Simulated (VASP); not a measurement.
# TePb (F-43m) in VASP: further runs

TePb is run at these levels: PBE, HSE06, PBE0; tasks: single point.

All numbers are computed with VASP 6.6.1; they aren't measurements. Logs are shortened: lines on timing, memory, paths and dates and some standing lists are left out, and cuts for length are marked.

## 1. The cell of the first run

It takes space group F-43m (No. 216, cubic). Conventional cell: a = 7.283 Å, b = 7.283 Å, c = 7.283 Å, α = 90.00°, β = 90.00°, γ = 90.00°. Within 4.1 Å of Pb (site symmetry -43m) lie 4 Te at 3.15 Å. Within 4.1 Å of Te (site symmetry -43m) lie 4 Pb at 3.15 Å.

## 2. Single point, PBE

The input, INCAR:

```
SYSTEM = TePb
PREC = Accurate ; ENCUT = 520
EDIFF = 1E-6 ; ISMEAR = 0
SIGMA = 0.01 ; LREAL = .False.
LASPH = .True. ; NELM = 80
ALGO = Normal ; ISIF = 2
LWAVE = .False. ; LCHARG = .True.
GGA = PE ; LELF = .True.
LVHAR = .True. ; NBANDS = 17
```

The input, KPOINTS:

```
regular mesh
0
Gamma
  6 6 6
  0 0 0
```

The input, POSCAR:

```
TePb
1.0
    0.0000000000      3.6414940830      3.6414940830
    3.6414940830      0.0000000000      3.6414940830
    3.6414940830      3.6414940830      0.0000000000
Pb Te
1 1
Direct
    0.0000000000      0.0000000000      0.0000000000
    0.2500000000      0.2500000000      0.2500000000
```

Potentials or basis: VASP PAW PBE potentials, release 64 (Pb_d, Te).

Launch:

```
$ cat potpaw_PBE.64/Pb_d/POTCAR potpaw_PBE.64/Te/POTCAR > POTCAR
$ mpirun -np 1 vasp_std > vasp.out
```

OUTCAR:

```text
SYSTEM = TePb
   PREC = Accurate
   ENCUT = 520
   EDIFF = 1E-6
   ISMEAR = 0
   LREAL = .False.
   LASPH = .True.
   NELM = 80
   ISIF = 2
   GGA = PE

 ion  position               nearest neighbor table
   1  0.000  0.000  0.000-   2 3.15   2 3.15   2 3.15   2 3.15
   2  0.250  0.250  0.250-   1 3.15   1 3.15   1 3.15   1 3.15

  LATTYP: Found a face centered cubic cell.
 ALAT       =     7.2829881660

  Lattice vectors:

 A1 = (   0.0000000000,   3.6414940830,   3.6414940830)
 A2 = (   3.6414940830,   0.0000000000,   3.6414940830)
 A3 = (   3.6414940830,   3.6414940830,   0.0000000000)

Analysis of symmetry for initial positions (statically):
=====================================================================
 Subroutine PRICEL returns:
 Original cell was already a primitive cell.

 Routine SETGRP: Setting up the symmetry group for a
 face centered cubic supercell.

 Subroutine GETGRP returns: Found 24 space group operations
 (whereof 24 operations were pure point group operations)
 out of a pool of 48 trial point group operations.

The static configuration has the point symmetry T_d .

Analysis of symmetry for dynamics (positions and initial velocities):
=====================================================================
 Subroutine PRICEL returns:
 Original cell was already a primitive cell.

 Routine SETGRP: Setting up the symmetry group for a
 face centered cubic supercell.

 Subroutine GETGRP returns: Found 24 space group operations
 (whereof 24 operations were pure point group operations)
 out of a pool of 48 trial point group operations.

The dynamic configuration has the point symmetry T_d .

 Subroutine INISYM returns: Found 24 space group operations
 (whereof 24 operations are pure point group operations),
 and found     1 'primitive' translations

----------------------------------------------------------------------------------------

                                     Primitive cell

  volume of cell :      96.5759

  direct lattice vectors                    reciprocal lattice vectors
     0.000000000  3.641494083  3.641494083    -0.137306278  0.137306278  0.137306278
     3.641494083  0.000000000  3.641494083     0.137306278 -0.137306278  0.137306278
     3.641494083  3.641494083  0.000000000     0.137306278  0.137306278 -0.137306278

  length of vectors
     5.149850319  5.149850319  5.149850319     0.237821450  0.237821450  0.237821450

  position of ions in fractional coordinates (direct lattice)
     0.000000000  0.000000000  0.000000000
     0.250000000  0.250000000  0.250000000

  ion indices of the primitive-cell ions
   primitive index   ion index
                 1           1
                 2           2

----------------------------------------------------------------------------------------

 KPOINTS: regular mesh

Automatic generation of k-mesh.
 Grid dimensions read from file:
 generate k-points for:    6    6    6

 Generating k-lattice:

  Cartesian coordinates                     Fractional coordinates (reciprocal lattice)
    -0.022884380  0.022884380  0.022884380     0.166666667  0.000000000  0.000000000
     0.022884380 -0.022884380  0.022884380     0.000000000  0.166666667  0.000000000
     0.022884380  0.022884380 -0.022884380     0.000000000  0.000000000  0.166666667

  Length of vectors
     0.039636908  0.039636908  0.039636908

  Shift w.r.t. Gamma in fractional coordinates (k-lattice)
     0.000000000  0.000000000  0.000000000

 Subroutine IBZKPT returns following result:
 ===========================================

 Found     16 irreducible k-points:

 Following reciprocal coordinates:
            Coordinates               Weight
  0.000000  0.000000  0.000000      1.000000
  0.166667  0.000000  0.000000      8.000000
  0.333333  0.000000  0.000000      8.000000
  0.500000  0.000000  0.000000      4.000000
  0.166667  0.166667  0.000000      6.000000
  0.333333  0.166667  0.000000     24.000000
[... 8 lines left out ...]
 -0.333333  0.333333  0.166667     24.000000
 -0.333333  0.500000  0.166667     12.000000
   k-points           NKPTS =     16   k-points in BZ     NKDIM =     16   number of bands    NBANDS=     17
   number of dos      NEDOS =    301   number of ions     NIONS =      2
   total plane-waves  NPLWV =  64000
   dimension x,y,z NGX =    40 NGY =   40 NGZ =   40
   dimension x,y,z NGXF=    80 NGYF=   80 NGZF=   80
   ions per type =               1   1
   NGX,Y,Z   is equivalent  to a cutoff of  12.91, 12.91, 12.91 a.u.
   NGXF,Y,Z  is equivalent  to a cutoff of  25.83, 25.83, 25.83 a.u.
 SYSTEM =  TePb
   PREC   = accura    normal or accurate (medium, high low for compatibility)
   ISTART =      0    job   : 0-new  1-cont  2-samecut
   ICHARG =      2    charge: 1-file 2-atom 10-const
   ISPIN  =      1    spin polarized calculation?
   LNONCOLLINEAR =      F non collinear calculations
   LSORBIT =      F    spin-orbit coupling
   LASPH  =      T    aspherical Exc in radial PAW
   ENCUT  =  520.0 eV  38.22 Ry    6.18 a.u.   9.58  9.58  9.58*2*pi/ulx,y,z
   NELM   =     80;   NELMIN=  2; NELMDL= -5     # of ELM steps
   EDIFF  = 0.1E-05   stopping-criterion for ELM
   LREAL  =      F    real-space projection
   EDIFFG = 0.1E-04   stopping-criterion for IOM
   NSW    =      0    number of steps for IOM
   IBRION =     -1    ionic relax: 0-MD 1-quasi-New 2-CG
   NFREE  =      0    steps in history (QN), initial steepest desc. (CG)
   ISIF   =      2    stress and relaxation
   ISYM   =      2    0-nonsym 1-usesym 2-fastsym
   POTIM  = 0.5000    time-step for ionic-motion
   TEBEG  =    0.0;   TEEND  =   0.0 temperature during run
   PSTRESS=    0.0 pullay stress
   NELECT =      20.0000    total number of electrons
   NUPDOWN=      -1.0000    fix difference up-down
   EMIN   =  10.00;   EMAX   =-10.00  energy-range for DOS
   EFERMI =   0.00;   METHOD = LEGACY
   ISMEAR =     0;   SIGMA  =   0.01  broadening in eV -4-tet -1-fermi 0-gaus
   EFERMI_NEDOS =   21; number of points for ismear=-14 and -15
   IALGO  =     38    algorithm
   IMIX   =      4    mixing-type and parameters
     AMIX     =   0.40;   BMIX     =  1.00
     AMIX_MAG =   1.60;   BMIX_MAG =  1.00
  volume/ion in A,a.u.               =      48.29       325.86
  Fermi-wavevector in a.u.,A,eV,Ry     =   0.968565  1.830322 12.763860  0.938117
  Thomas-Fermi vector in A             =   2.098544
   LORBIT       =      0    0 simple, 1 ext, 2 COOP (PROOUT), +10 PAW based schemes
   GGA     = PE    functional components
   LHFCALC =     F    Hartree Fock is set to
   AEXX    =    0.0000 exact exchange contribution
   IVDW    =     0    specifies the selected vdW correction
   LEPSILON=     F    determine dielectric tensor
   LRPA    =     F    only Hartree local field effects (RPA)
 non-spin polarized calculation
 Gauss-broadening in eV      SIGMA  =   0.01
  energy-cutoff  :      520.00
  volume of cell :       96.58
 maximum number of plane-waves:      2637
 NGX is ok and might be reduce to    40
   NGX = 19   NGY = 19   NGZ = 19

 number of electron      20.0000000 magnetization

 Free energy of the ion-electron system (eV)
  ---------------------------------------------------
  ext. energy  EPLUGINS =         0.00000000
  ---------------------------------------------------
  free energy    TOTEN  =        -7.14283737 eV

  energy without entropy =       -7.14283737  energy(sigma->0) =       -7.14283737

 E-fermi :   2.7027     XC(G=0):  -7.4462

 val. band max:        2.6472567807   @ k =  -0.3333   0.5000   0.1667
 cond. band min:       3.3875147086   @ k =   0.5000   0.5000   0.0000
 fundamental gap:      0.7402579279
 Fermi energy:         2.7026856868

 k-point     1 :       0.0000    0.0000    0.0000
  band No.  band energies     occupation
      1     -14.1486      2.00000
      2     -14.1486      2.00000
      3     -14.1486      2.00000
      4     -14.1253      2.00000
      5     -14.1253      2.00000
      6      -8.5868      2.00000
[... 9 lines left out ...]
     16       9.8529      0.00000
     17      10.7497      0.00000

 k-point     2 :       0.1667    0.0000    0.0000
  band No.  band energies     occupation
      1     -14.1509      2.00000
      2     -14.1473      2.00000
      3     -14.1473      2.00000
      4     -14.1252      2.00000
      5     -14.1252      2.00000
      6      -8.4459      2.00000
[... 9 lines left out ...]
     16       9.2886      0.00000
     17      10.2511      0.00000

 k-point     3 :       0.3333    0.0000    0.0000
  band No.  band energies     occupation
      1     -14.1555      2.00000
      2     -14.1451      2.00000
      3     -14.1451      2.00000
      4     -14.1248      2.00000
      5     -14.1248      2.00000
      6      -8.1014      2.00000
[... 9 lines left out ...]
     16       9.3957      0.00000
     17      10.5216      0.00000

 k-point     4 :       0.5000    0.0000    0.0000
  band No.  band energies     occupation
      1     -14.1578      2.00000
      2     -14.1441      2.00000
      3     -14.1441      2.00000
      4     -14.1245      2.00000
      5     -14.1245      2.00000
      6      -7.8761      2.00000
[... 9 lines left out ...]
     16      10.1305      0.00000
     17      10.1306      0.00000

 k-point     5 :       0.1667    0.1667    0.0000
  band No.  band energies     occupation
      1     -14.1532      2.00000
      2     -14.1461      2.00000
      3     -14.1461      2.00000
      4     -14.1259      2.00000
      5     -14.1246      2.00000
      6      -8.3966      2.00000
[... 9 lines left out ...]
     16      10.0861      0.00000
     17      11.3133      0.00000

 k-point     6 :       0.3333    0.1667    0.0000
  band No.  band energies     occupation
      1     -14.1572      2.00000
      2     -14.1442      2.00000
      3     -14.1437      2.00000
      4     -14.1262      2.00000
      5     -14.1240      2.00000
      6      -8.1080      2.00000
[... 9 lines left out ...]
     16      10.1349      0.00000
     17      11.1154      0.00000

 k-point     7 :       0.5000    0.1667    0.0000
  band No.  band energies     occupation
      1     -14.1594      2.00000
      2     -14.1433      2.00000
      3     -14.1426      2.00000
      4     -14.1255      2.00000
      5     -14.1241      2.00000
      6      -7.8024      2.00000
[... 9 lines left out ...]
     16      10.2491      0.00000
     17      10.3833      0.00000

 k-point     8 :      -0.3333    0.1667    0.0000
  band No.  band energies     occupation
      1     -14.1582      2.00000
      2     -14.1436      2.00000
      3     -14.1435      2.00000
      4     -14.1250      2.00000
      5     -14.1247      2.00000
      6      -7.8869      2.00000
[... 9 lines left out ...]
     16       9.8091      0.00000
     17      10.7301      0.00000

 k-point     9 :      -0.1667    0.1667    0.0000
  band No.  band energies     occupation
      1     -14.1543      2.00000
      2     -14.1460      2.00000
      3     -14.1450      2.00000
      4     -14.1255      2.00000
      5     -14.1247      2.00000
      6      -8.2305      2.00000
[... 9 lines left out ...]
     16       9.2950      0.00000
     17      11.2160      0.00000

 k-point    10 :       0.3333    0.3333    0.0000
  band No.  band energies     occupation
      1     -14.1621      2.00000
      2     -14.1411      2.00000
      3     -14.1411      2.00000
      4     -14.1274      2.00000
      5     -14.1231      2.00000
      6      -7.8996      2.00000
[... 9 lines left out ...]
     16      10.7472      0.00000
     17      12.6419      0.00000

 k-point    11 :       0.5000    0.3333    0.0000
  band No.  band energies     occupation
      1     -14.1639      2.00000
      2     -14.1403      2.00000
      3     -14.1398      2.00000
      4     -14.1274      2.00000
      5     -14.1231      2.00000
      6      -7.6267      2.00000
[... 9 lines left out ...]
     16      10.6631      0.00000
     17      11.9519      0.00000

 k-point    12 :      -0.3333    0.3333    0.0000
  band No.  band energies     occupation
      1     -14.1616      2.00000
      2     -14.1418      2.00000
      3     -14.1410      2.00000
      4     -14.1260      2.00000
      5     -14.1241      2.00000
      6      -7.6208      2.00000
[... 9 lines left out ...]
     16      10.5565      0.00000
     17      11.9381      0.00000

 k-point    13 :       0.5000    0.5000    0.0000
  band No.  band energies     occupation
      1     -14.1665      2.00000
      2     -14.1386      2.00000
      3     -14.1386      2.00000
      4     -14.1283      2.00000
      5     -14.1224      2.00000
      6      -7.5177      2.00000
[... 9 lines left out ...]
     16      11.3725      0.00000
     17      11.4724      0.00000

 k-point    14 :       0.5000    0.3333    0.1667
  band No.  band energies     occupation
      1     -14.1605      2.00000
      2     -14.1429      2.00000
      3     -14.1413      2.00000
      4     -14.1264      2.00000
      5     -14.1238      2.00000
      6      -7.8118      2.00000
[... 9 lines left out ...]
     16      10.5452      0.00000
     17      11.3375      0.00000

 k-point    15 :      -0.3333    0.3333    0.1667
  band No.  band energies     occupation
      1     -14.1615      2.00000
      2     -14.1428      2.00000
      3     -14.1402      2.00000
      4     -14.1261      2.00000
      5     -14.1241      2.00000
      6      -7.6208      2.00000
[... 9 lines left out ...]
     16      10.3959      0.00000
     17      11.2999      0.00000

 k-point    16 :      -0.3333    0.5000    0.1667
  band No.  band energies     occupation
      1     -14.1638      2.00000
      2     -14.1413      2.00000
      3     -14.1387      2.00000
      4     -14.1271      2.00000
      5     -14.1234      2.00000
      6      -7.5147      2.00000
[... 9 lines left out ...]
     16      10.9934      0.00000
     17      11.2237      0.00000

------------------------ aborting loop because EDIFF is reached ----------------------------------------

  FORCE on cell =-STRESS in cart. coord.  units (eV):
  Direction    XX          YY          ZZ          XY          YZ          ZX
  --------------------------------------------------------------------------------------
  -------------------------------------------------------------------------------------
  Total        0.3150552      0.3150552      0.3150552      0.0000000     -0.0000000      0.0000000
  in kB        5.2267100      5.2267100      5.2267100      0.0000000     -0.0000000      0.0000000
  external PRESSURE =       5.2267100 kB  Pullay stress =       0.0000000 kB

 VOLUME and BASIS-vectors are now :
 -----------------------------------------------------------------------------
  energy-cutoff  :      520.00
  volume of cell :       96.58
      direct lattice vectors                 reciprocal lattice vectors
     0.000000000  3.641494083  3.641494083    -0.137306278  0.137306278  0.137306278
     3.641494083  0.000000000  3.641494083     0.137306278 -0.137306278  0.137306278
     3.641494083  3.641494083  0.000000000     0.137306278  0.137306278 -0.137306278

 POSITION                                       TOTAL-FORCE (eV/Angst)
 -----------------------------------------------------------------------------------
      0.00000      0.00000      0.00000        -0.000000     -0.000000     -0.000000
      1.82075      1.82075      1.82075         0.000000      0.000000      0.000000
 -----------------------------------------------------------------------------------
    total drift:                                0.000000      0.000000      0.000000

  FREE ENERGIE OF THE ION-ELECTRON SYSTEM (eV)
  ---------------------------------------------------
  free  energy   TOTEN  =        -7.1428373686 eV

  energy  without entropy=       -7.1428373686  energy(sigma->0) =       -7.14283737
```

It took 38 s on 1 thread of AMD EPYC 7R13, shared host; peak memory 0.25 GiB.

What came out:

| Quantity | Value |
| --- | --- |
| Free energy | -7.1428 eV |
| Pressure | 0.5 GPa |
| Band gap on the k mesh | 0.74 eV, indirect (least direct gap 1.19 eV) |

Caveat: spin-orbit coupling is left out, which moves the levels of the heavy elements.

## 3. Single point, HSE06

POSCAR is that of step 2.

The input, INCAR.step1:

```
SYSTEM = TePb
  ALGO = Normal
  EDIFF = 1E-5
  ENCUT = 520
  GGA = PE
  ISIF = 2
  ISMEAR = 0
  LASPH = .True.
  LCHARG = .False.
  LREAL = .False.
  LWAVE = .True.
  NBANDS = 17
  NELM = 60
  PREC = Accurate
  SIGMA = 0.01
```

The input, INCAR.step2:

```
SYSTEM = TePb
  ALGO = Normal
  EDIFF = 1E-6
  ENCUT = 520
  GGA = PE
  HFSCREEN = 0.2079
  ISIF = 2
  ISMEAR = 0
  ISTART = 1
  LASPH = .True.
  LCHARG = .False.
  LHFCALC = .True.
  LREAL = .False.
  LWAVE = .False.
  NBANDS = 17
  NELM = 60
  PREC = Accurate
  PRECFOCK = Normal
  SIGMA = 0.01
```

The input, KPOINTS:

```
k-points
0
Gamma
  4 4 4
  0 0 0
```

Potentials or basis: VASP PAW PBE potentials, release 64 (Pb_d, Te).

Launch:

```
$ cat potpaw_PBE.64/Pb_d/POTCAR potpaw_PBE.64/Te/POTCAR > POTCAR
$ cp INCAR.step1 INCAR
$ mpirun -np 1 vasp_std > vasp.out
$ cp INCAR.step2 INCAR
$ mpirun -np 1 vasp_std > vasp.out
```

It took 21 min on 1 thread of AMD EPYC 7R13, shared host; peak memory 0.36 GiB.

It converged, with:

- Free energy: -8.5355 eV
- Pressure: -0.1 GPa
- Band gap on the k mesh: 0.96 eV, indirect (least direct gap 1.62 eV)

Levels at points of the mesh, in eV from the valence-band top:
| k point | band 6 | band 7 | band 8 | band 9 | band 10 | band 11 | band 12 | band 13 | band 14 | band 15 |
| --- | --- | --- | --- | --- | --- | --- | --- | --- | --- | --- |
| (0.00, 0.00, 0.00) | -12.54 | -6.63 | -1.70 | -1.70 | -1.70 | 1.97 | 1.97 | 1.97 | 4.56 | 7.72 |
| (0.50, 0.00, 0.00) | -11.75 | -8.53 | -2.29 | -2.29 | -2.08 | 2.84 | 2.84 | 4.32 | 6.32 | 7.45 |
| (0.50, 0.50, 0.00) | -11.35 | -9.08 | -3.03 | -3.03 | -0.66 | 0.96 | 5.10 | 5.10 | 6.23 | 7.61 |

Caveat: the PAW data sets were made with another functional, which shifts forces and pressure a little; spin-orbit coupling is left out, which moves the levels of the heavy elements.

[end of part 1 of 2]
